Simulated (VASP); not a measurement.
A run of VASP 6.6.1:

The input INCAR:

```
PREC = Accurate ; ENCUT = 520
EDIFF = 1E-6 ; ISMEAR = 0
SIGMA = 0.1 ; LREAL = F
LASPH = T ; NELM = 150
ALGO = Normal ; ISIF = 2
LWAVE = F ; LCHARG = F
ISPIN = 2 ; MAGMOM = 0 0 1
LORBIT = 11 ; LDIPOL = T
IDIPOL = 3 ; DIPOL = 0.5 0.5 0.256
GGA = PE ; IVDW = 12
NBANDS = 26
```

The input KPOINTS:

```
Automatic mesh
0
Gamma
  9 9 1
```

File POSCAR:

```
Ge2H
1.0
    4.0226895460      0.0000000000      0.0000000000
   -2.0113447730      3.4837513384      0.0000000000
    0.0000000000      0.0000000000     17.6842610184
Ge H
2 1
Direct
    0.3333333333      0.6666666667      0.2648830513
    0.6666666667      0.3333333333      0.2261898304
    1.1111111111     -0.1111111111      0.2756270682
```

Potentials or basis: VASP PAW PBE potentials, release 64 (Ge_d, H).

The run is started by

```sh
$ cat potpaw_PBE.64/Ge_d/POTCAR potpaw_PBE.64/H/POTCAR > POTCAR
$ mpirun -np 1 vasp_std > vasp.out
```

Hardware: 1 thread of Oxide Virtual Turin-like Processor, on a shared host.

Q: How long does it take, and how much memory?

A: It took 12 min on 1 thread of Oxide Virtual Turin-like Processor (shared host), peak memory 0.53 GiB. Counts: scf iterations 25, k points 25.
